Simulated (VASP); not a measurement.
# ScAl3 (Pm-3m) in VASP: a series of runs

Runs on ScAl3. Level: r2SCAN. Tasks: single point.

All numbers are computed with VASP 6.6.1; they aren't measurements. Logs are shortened: lines on timing, memory, paths and dates and some standing lists are left out, and cuts for length are marked.

### Step 1. The cell of the first run

The structure is cubic, space group Pm-3m (No. 221). The conventional cell has a = 4.002 Å, b = 4.002 Å, c = 4.002 Å, α = 90.00°, β = 90.00°, γ = 90.00°. Within 3.7 Å of Sc (site symmetry m-3m) lie 12 Al at 2.83 Å. Within 3.7 Å of Al (site symmetry 4/mmm) lie 4 Sc at 2.83 Å and 8 Al at 2.83 Å.

### Step 2. Single point, r2SCAN (volume scaled by 0.94)

Contents of POSCAR:

```
ScAl3
1.0
    4.0021348865      0.0000000000      0.0000000000
    0.0000000000      4.0021348865      0.0000000000
    0.0000000000      0.0000000000      4.0021348865
Sc Al
1 3
Direct
    0.0000000000      0.0000000000      0.0000000000
    0.5000000000      0.0000000000      0.5000000000
    0.0000000000      0.5000000000      0.5000000000
    0.5000000000      0.5000000000      0.0000000000
```

Contents of INCAR.step1:

```
SYSTEM = ScAl3
ALGO     = Normal         ! electronic algorithm
EDIFF    = 1E-4           ! SCF threshold, eV
ENCUT    = 520            ! plane-wave cutoff, eV
GGA      = PE             ! functional
ISMEAR   = 0              ! smearing method
LASPH    = .True.         ! aspherical terms in the spheres
LCHARG   = .False.        ! write CHGCAR
LREAL    = .False.        ! projectors in reciprocal space
LWAVE    = .True.         ! write WAVECAR
NBANDS   = 18             ! bands
NELM     = 100            ! most SCF steps
PREC     = Accurate       ! precision mode
SIGMA    = 0.1            ! smearing width, eV
```

Contents of INCAR.step2:

```
SYSTEM = ScAl3
ALGO     = Normal         ! electronic algorithm
EDIFF    = 1E-6           ! SCF threshold, eV
ENCUT    = 520            ! plane-wave cutoff, eV
ISIF     = 2              ! what is computed and relaxed
ISMEAR   = 0              ! smearing method
ISTART   = 1            
LASPH    = .True.         ! aspherical terms in the spheres
LCHARG   = .True.         ! write CHGCAR
LELF     = .True.         ! ELF
LMIXTAU  = .True.       
LREAL    = .False.        ! projectors in reciprocal space
LVHAR    = .True.       
LWAVE    = .False.        ! write WAVECAR
METAGGA  = R2SCAN         ! meta-GGA
NBANDS   = 18             ! bands
NELM     = 100            ! most SCF steps
PREC     = Accurate       ! precision mode
SIGMA    = 0.1            ! smearing width, eV
```

Contents of KPOINTS:

```
k-points
0
Gamma
  10 10 10
  0 0 0
```

Potentials or basis: VASP PAW PBE potentials, release 64 (Sc_sv, Al).

On the command line:

```
$ cat potpaw_PBE.64/Sc_sv/POTCAR potpaw_PBE.64/Al/POTCAR > POTCAR
$ cp INCAR.step1 INCAR
$ mpirun -np 1 vasp_std > vasp.out
$ cp INCAR.step2 INCAR
$ mpirun -np 1 vasp_std > vasp.out
```

OUTCAR:

```text
SYSTEM = ScAl3
   EDIFF = 1E-6
   ENCUT = 520
   ISIF = 2
   ISMEAR = 0
   ISTART = 1
   LASPH = .True.
   LREAL = .False.
   METAGGA = R2SCAN
   NELM = 100
   PREC = Accurate

 ion  position               nearest neighbor table
   1  0.000  0.000  0.000-   2 2.83   3 2.83   4 2.83   2 2.83   3 2.83   3 2.83   4 2.83   3 2.83
                             2 2.83   4 2.83   2 2.83   4 2.83
   2  0.500  0.000  0.500-   1 2.83   3 2.83   4 2.83   1 2.83   4 2.83   3 2.83   4 2.83   4 2.83
                             1 2.83   3 2.83   1 2.83   3 2.83
   3  0.000  0.500  0.500-   1 2.83   2 2.83   4 2.83   1 2.83   4 2.83   1 2.83   2 2.83   1 2.83
                             2 2.83   4 2.83   4 2.83   2 2.83
   4  0.500  0.500  0.000-   1 2.83   2 2.83   3 2.83   2 2.83   3 2.83   1 2.83   2 2.83   2 2.83
                             1 2.83   3 2.83   3 2.83   1 2.83

  LATTYP: Found a simple cubic cell.
 ALAT       =     4.0021348865

  Lattice vectors:

 A1 = (   4.0021348865,   0.0000000000,   0.0000000000)
 A2 = (   0.0000000000,   4.0021348865,   0.0000000000)
 A3 = (   0.0000000000,   0.0000000000,   4.0021348865)

Analysis of symmetry for initial positions (statically):
=====================================================================
 Subroutine PRICEL returns:
 Original cell was already a primitive cell.

 Routine SETGRP: Setting up the symmetry group for a
 simple cubic supercell.

 Subroutine GETGRP returns: Found 48 space group operations
 (whereof 48 operations were pure point group operations)
 out of a pool of 48 trial point group operations.

The static configuration has the point symmetry O_h .

Analysis of symmetry for dynamics (positions and initial velocities):
=====================================================================
 Subroutine PRICEL returns:
 Original cell was already a primitive cell.

 Routine SETGRP: Setting up the symmetry group for a
 simple cubic supercell.

 Subroutine GETGRP returns: Found 48 space group operations
 (whereof 48 operations were pure point group operations)
 out of a pool of 48 trial point group operations.

The dynamic configuration has the point symmetry O_h .

 Subroutine INISYM returns: Found 48 space group operations
 (whereof 48 operations are pure point group operations),
 and found     1 'primitive' translations

----------------------------------------------------------------------------------------

                                     Primitive cell

  volume of cell :      64.1025

  direct lattice vectors                    reciprocal lattice vectors
     4.002134887  0.000000000  0.000000000     0.249866641  0.000000000  0.000000000
     0.000000000  4.002134887  0.000000000     0.000000000  0.249866641  0.000000000
     0.000000000  0.000000000  4.002134887     0.000000000  0.000000000  0.249866641

  length of vectors
     4.002134887  4.002134887  4.002134887     0.249866641  0.249866641  0.249866641

  position of ions in fractional coordinates (direct lattice)
     0.000000000  0.000000000  0.000000000
     0.500000000  0.000000000  0.500000000
     0.000000000  0.500000000  0.500000000
     0.500000000  0.500000000  0.000000000

  ion indices of the primitive-cell ions
   primitive index   ion index
                 1           1
                 2           2
                 3           3
                 4           4

----------------------------------------------------------------------------------------

 KPOINTS: k-points

Automatic generation of k-mesh.
 Grid dimensions read from file:
 generate k-points for:   10   10   10

 Generating k-lattice:

  Cartesian coordinates                     Fractional coordinates (reciprocal lattice)
     0.024986664  0.000000000  0.000000000     0.100000000  0.000000000  0.000000000
     0.000000000  0.024986664  0.000000000     0.000000000  0.100000000  0.000000000
     0.000000000  0.000000000  0.024986664     0.000000000  0.000000000  0.100000000

  Length of vectors
     0.024986664  0.024986664  0.024986664

  Shift w.r.t. Gamma in fractional coordinates (k-lattice)
     0.000000000  0.000000000  0.000000000

 Subroutine IBZKPT returns following result:
 ===========================================

 Found     56 irreducible k-points:

 Following reciprocal coordinates:
            Coordinates               Weight
  0.000000  0.000000  0.000000      1.000000
  0.100000  0.000000  0.000000      6.000000
  0.200000  0.000000  0.000000      6.000000
  0.300000  0.000000  0.000000      6.000000
  0.400000  0.000000  0.000000      6.000000
  0.500000  0.000000  0.000000      3.000000
[... 16 lines left out ...]
  0.200000  0.100000  0.100000     24.000000
  0.300000  0.100000  0.100000     24.000000
 [... further k-points ...]
   k-points           NKPTS =     56   k-points in BZ     NKDIM =     56   number of bands    NBANDS=     18
   number of dos      NEDOS =    301   number of ions     NIONS =      4
   total plane-waves  NPLWV =  27000
   dimension x,y,z NGX =    30 NGY =   30 NGZ =   30
   dimension x,y,z NGXF=    60 NGYF=   60 NGZF=   60
   ions per type =               1   3
   NGX,Y,Z   is equivalent  to a cutoff of  12.46, 12.46, 12.46 a.u.
   NGXF,Y,Z  is equivalent  to a cutoff of  24.92, 24.92, 24.92 a.u.
 SYSTEM =  ScAl3
   PREC   = accura    normal or accurate (medium, high low for compatibility)
   ISTART =      1    job   : 0-new  1-cont  2-samecut
   ICHARG =      0    charge: 1-file 2-atom 10-const
   ISPIN  =      1    spin polarized calculation?
   LNONCOLLINEAR =      F non collinear calculations
   LSORBIT =      F    spin-orbit coupling
   LASPH  =      T    aspherical Exc in radial PAW
   ENCUT  =  520.0 eV  38.22 Ry    6.18 a.u.   7.44  7.44  7.44*2*pi/ulx,y,z
   NELM   =    100;   NELMIN=  2; NELMDL=  0     # of ELM steps
   EDIFF  = 0.1E-05   stopping-criterion for ELM
   LREAL  =      F    real-space projection
   EDIFFG = 0.1E-04   stopping-criterion for IOM
   NSW    =      0    number of steps for IOM
   IBRION =     -1    ionic relax: 0-MD 1-quasi-New 2-CG
   NFREE  =      0    steps in history (QN), initial steepest desc. (CG)
   ISIF   =      2    stress and relaxation
   ISYM   =      2    0-nonsym 1-usesym 2-fastsym
   POTIM  = 0.5000    time-step for ionic-motion
   TEBEG  =    0.0;   TEEND  =   0.0 temperature during run
   PSTRESS=    0.0 pullay stress
   NELECT =      20.0000    total number of electrons
   NUPDOWN=      -1.0000    fix difference up-down
   EMIN   =  10.00;   EMAX   =-10.00  energy-range for DOS
   EFERMI =   0.00;   METHOD = LEGACY
   ISMEAR =     0;   SIGMA  =   0.10  broadening in eV -4-tet -1-fermi 0-gaus
   EFERMI_NEDOS =   21; number of points for ismear=-14 and -15
   IALGO  =     38    algorithm
   IMIX   =      4    mixing-type and parameters
     AMIX     =   0.40;   BMIX     =  1.00
     AMIX_MAG =   1.60;   BMIX_MAG =  1.00
  volume/ion in A,a.u.               =      16.03       108.15
  Fermi-wavevector in a.u.,A,eV,Ry     =   1.110350  2.098257 16.774302  1.232876
  Thomas-Fermi vector in A             =   2.246900
   LORBIT       =      0    0 simple, 1 ext, 2 COOP (PROOUT), +10 PAW based schemes
   METAGGA = R2SCAN    functional components
   LHFCALC =     F    Hartree Fock is set to
   AEXX    =    0.0000 exact exchange contribution
   IVDW    =     0    specifies the selected vdW correction
   LEPSILON=     F    determine dielectric tensor
   LRPA    =     F    only Hartree local field effects (RPA)
 non-spin polarized calculation
 Gauss-broadening in eV      SIGMA  =   0.10
  energy-cutoff  :      520.00
  volume of cell :       64.10
 maximum number of plane-waves:      1751
 NGX is ok and might be reduce to    30
   NGX = 15   NGY = 15   NGZ = 15

 number of electron      20.0000007 magnetization

 Free energy of the ion-electron system (eV)
  ---------------------------------------------------
  ext. energy  EPLUGINS =         0.00000000
  ---------------------------------------------------
  free energy    TOTEN  =       -33.43127001 eV

  energy without entropy =      -33.42689225  energy(sigma->0) =      -33.42908113

 E-fermi :   7.9068     XC(G=0): -11.3884

 val. band max:        7.8929587532   @ k =   0.3000   0.0000   0.0000
 cond. band min:       7.9455359640   @ k =   0.5000   0.3000   0.2000
 fundamental gap:      0.0525772109
 Fermi energy:         7.9068297964

 k-point     1 :       0.0000    0.0000    0.0000
  band No.  band energies     occupation
      1     -42.9519      2.00000
      2     -20.7179      2.00000
      3     -20.7179      2.00000
      4     -20.7179      2.00000
      5      -3.0976      2.00000
      6       5.0870      2.00000
[... 10 lines left out ...]
     17      13.8320      0.00000
     18      13.8320      0.00000

 k-point     2 :       0.1000    0.0000    0.0000
  band No.  band energies     occupation
      1     -42.9517      2.00000
      2     -20.7225      2.00000
      3     -20.7176      2.00000
      4     -20.7176      2.00000
      5      -2.9949      2.00000
      6       4.2066      2.00000
[... 10 lines left out ...]
     17      13.9168      0.00000
     18      13.9168      0.00000

 k-point     3 :       0.2000    0.0000    0.0000
  band No.  band energies     occupation
      1     -42.9512      2.00000
      2     -20.7345      2.00000
      3     -20.7166      2.00000
      4     -20.7166      2.00000
      5      -2.6902      2.00000
      6       2.9367      2.00000
[... 10 lines left out ...]
     17      13.7648      0.00000
     18      14.1954      0.00000

 k-point     4 :       0.3000    0.0000    0.0000
  band No.  band energies     occupation
      1     -42.9505      2.00000
      2     -20.7492      2.00000
      3     -20.7155      2.00000
      4     -20.7155      2.00000
      5      -2.1953      2.00000
      6       1.6879      2.00000
[... 375 lines left out ...]
      4     -20.7214      2.00000
      5      -2.7915      2.00000
      6       4.1978      2.00000
[... 10 lines left out ...]
     17      14.0816      0.00000
     18      14.1211      0.00000

 k-point    23 :       0.2000    0.1000    0.1000
  band No.  band energies     occupation
      1     -42.9508      2.00000
      2     -20.7336      2.00000
      3     -20.7210      2.00000
      4     -20.7204      2.00000
      5      -2.4909      2.00000
      6       3.0834      2.00000
[... 10 lines left out ...]
     17      13.6128      0.00000
     18      13.9549      0.00000

 k-point    24 :       0.3000    0.1000    0.1000
  band No.  band energies     occupation
      1     -42.9502      2.00000
      2     -20.7481      2.00000
      3     -20.7197      2.00000
      4     -20.7192      2.00000
      5      -2.0032      2.00000
      6       1.8569      2.00000
[... 10 lines left out ...]
     17      13.3219      0.00000
     18      14.2510      0.00000

 [... further k-points ...]
[... 5 lines left out ...]
  --------------------------------------------------------------------------------------
  -------------------------------------------------------------------------------------
  Total        2.6335107      2.6335107      2.6335107      0.0000000      0.0000000     -0.0000000
  in kB       65.8219128     65.8219128     65.8219128      0.0000000      0.0000000     -0.0000000
  external PRESSURE =      65.8219128 kB  Pullay stress =       0.0000000 kB

 VOLUME and BASIS-vectors are now :
 -----------------------------------------------------------------------------
  energy-cutoff  :      520.00
  volume of cell :       64.10
      direct lattice vectors                 reciprocal lattice vectors
     4.002134887  0.000000000  0.000000000     0.249866641  0.000000000  0.000000000
     0.000000000  4.002134887  0.000000000     0.000000000  0.249866641  0.000000000
     0.000000000  0.000000000  4.002134887     0.000000000  0.000000000  0.249866641

 POSITION                                       TOTAL-FORCE (eV/Angst)
 -----------------------------------------------------------------------------------
      0.00000      0.00000      0.00000         0.000000      0.000000      0.000000
      2.00107      0.00000      2.00107         0.000000      0.000000      0.000000
      0.00000      2.00107      2.00107         0.000000      0.000000      0.000000
      2.00107      2.00107      0.00000         0.000000      0.000000      0.000000
 -----------------------------------------------------------------------------------
    total drift:                                0.000000     -0.000000      0.000000

  FREE ENERGIE OF THE ION-ELECTRON SYSTEM (eV)
  ---------------------------------------------------
  free  energy   TOTEN  =       -33.4312700135 eV

  energy  without entropy=      -33.4268922548  energy(sigma->0) =      -33.42908113
```

Run time: 2.7 min. Hardware: 1 thread of Intel Xeon 6975P-C, shared host; peak memory 0.21 GiB.

Results:

```
Free energy            : -33.4313 eV
Pressure               : 6.6 GPa
Band gap on the k mesh : zero (band 10 reaches 8.97 eV, above the bottom of band 11 at 4.56 eV)
```

Levels at points of the mesh, in eV from the Fermi level:
```csv
k point,band 6,band 7,band 8,band 9,band 10,band 11,band 12,band 13,band 14,band 15
"(0.00, 0.00, 0.00)",-2.82,-2.82,-2.05,-2.05,-2.05,1.27,1.43,1.43,1.43,5.82
"(0.50, 0.00, 0.00)",-8.02,-1.97,-1.97,-1.74,1.07,1.07,1.32,1.56,1.85,2.59
"(0.50, 0.50, 0.00)",-6.10,-6.10,-4.87,-0.63,-0.63,1.20,1.57,2.45,2.95,3.86
"(0.50, 0.50, 0.50)",-5.13,-5.13,-5.09,-3.34,-3.34,-3.34,1.21,3.06,3.06,4.67
```

Caveat: the PAW data sets were made with another functional, which shifts forces and pressure a little.

(Continued in part 2 of 3.)
